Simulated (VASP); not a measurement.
**Ti12Si: single point with PBE+D3(BJ)**

System: Ti12Si, a slab with vacuum.

```
Ti Si
1.0
     5.70996    0.00000    0.00000
    -2.85498    4.94497    0.00000
     0.00000    0.00000   21.49326
Ti Si
12 1
Direct
  0.33333 0.16667 0.18610
  0.33333 0.66667 0.18610
  0.83333 0.16667 0.18610
  0.83333 0.66667 0.18610
  0.16667 0.33333 0.29078
  0.16667 0.83333 0.29078
  0.66667 0.33333 0.29078
  0.66667 0.83333 0.29078
  0.00000 0.00000 0.39516
  0.00000 0.50000 0.39516
  0.50000 0.00000 0.39516
  0.50000 0.50000 0.39516
  0.16667 0.08333 0.53474
```

```yaml
Program: VASP 6.6.1
Task: single point
Functional: PBE
Dispersion: D3(BJ)
Potentials_or_basis: VASP PAW PBE potentials, release 64 (Ti_sv, Si)
Cutoff: 520 eV
k_mesh: 6 × 6 × 1
Occupations: gaussian, width 0.1 eV
Spin: no spin polarisation
```

* Largest force: 2.517 eV/Å
* Band gap on the k mesh: zero (bands 74 and 75 overlap by 0.71 eV)
* Dispersion energy per atom: -0.427 eV

Forces on the atoms (eV/Å):
```
Ti  -0.007 -0.004  0.057
Ti  -0.006 -0.004  0.088
Ti   0.006 -0.006  0.069
Ti  -0.002  0.008  0.069
Ti  -0.035  0.086 -0.251
Ti   0.057 -0.074 -0.251
Ti   0.029  0.017 -0.199
Ti  -0.045 -0.026 -0.253
Ti   0.330  0.190  0.969
Ti   0.156  0.090  0.709
Ti  -0.270  0.011  0.754
Ti  -0.126 -0.240  0.754
Si  -0.086 -0.050 -2.515
```

Levels at points of the mesh, in eV from the Fermi level:
```tsv
k point	band 71	band 72	band 73	band 74	band 75	band 76
(0.00, 0.00, 0.00)	0.14	0.33	0.41	0.50	0.54	0.68
(0.50, 0.00, 0.00)	-0.47	-0.37	-0.31	-0.30	-0.19	-0.03
(0.00, 0.50, 0.00)	-0.47	-0.36	-0.34	-0.27	-0.19	-0.04
```

Wall time 27 min on 1 thread of Intel(R) Xeon(R) 6975P-C (Granite Rapids) (shared host), peak memory 0.84 GiB.
